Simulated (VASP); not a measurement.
Set up this calculation in VASP 6.6.1, as the native input.

* Task: single point
* Functional: r2SCAN
* Potentials or basis: VASP PAW PBE potentials, release 64 (Ti_sv)
* Cutoff: 520 eV
* k mesh: 15 × 15 × 15
* Occupations: fermi-dirac, width 0.1 eV
* Spin: no spin polarisation
* Dipole correction: no
* Further INCAR settings: ALGO = Normal; EDIFF = 1e-06; NBANDS = 12

The system is Ti.

```xyz
1
Lattice="-1.6519 1.6519 1.6410 1.6519 -1.6519 1.6410 1.6301 1.6301 -1.6410" Properties=species:S:1:pos:R:3 pbc="T T T"
Ti    0.0000    0.0000    0.0000
```

This isn't the form of Ti at room conditions, which is hcp.

The input as run:

POSCAR

```
Ti
1.0
   -1.6519400000      1.6519400000      1.6410000000
    1.6519400000     -1.6519400000      1.6410000000
    1.6300600000      1.6300600000     -1.6410000000
Ti
1
Direct
    0.0000000000      0.0000000000      0.0000000000
```

INCAR.step1

```
PREC = Accurate
ENCUT = 520
ISMEAR = -1
SIGMA = 0.1
LREAL = F
LASPH = T
NELM = 80
NBANDS = 12
GGA = PE
ALGO = Normal
EDIFF = 1E-4
LWAVE = T
LCHARG = F
```

INCAR.step2

```
PREC = Accurate
ENCUT = 520
EDIFF = 1E-6
ISMEAR = -1
SIGMA = 0.1
LREAL = F
LASPH = T
NELM = 80
ALGO = Normal
ISIF = 2
LWAVE = F
LCHARG = F
METAGGA = R2SCAN
LMIXTAU = T
NBANDS = 12
ISTART = 1
```

KPOINTS

```
regular mesh
0
Gamma
  15 15 15
```

Potentials or basis: VASP PAW PBE potentials, release 64 (Ti_sv).

Launch:

```bash
$ cat potpaw_PBE.64/Ti_sv/POTCAR > POTCAR
$ cp INCAR.step1 INCAR
$ mpirun -np 1 vasp_std > vasp.out
$ cp INCAR.step2 INCAR
$ mpirun -np 1 vasp_std > vasp.out
```

It gave:

- Pressure: -2.2 GPa
- Band gap on the k mesh: zero (bands 6 and 7 overlap by 1.77 eV)

Caveat: the PAW data sets were made with another functional, which shifts forces and pressure a little.

It took 4.1 min on 1 thread of Intel(R) Xeon(R) Platinum 8488C (Sapphire Rapids), with other jobs on the host, peak memory 0.22 GiB.
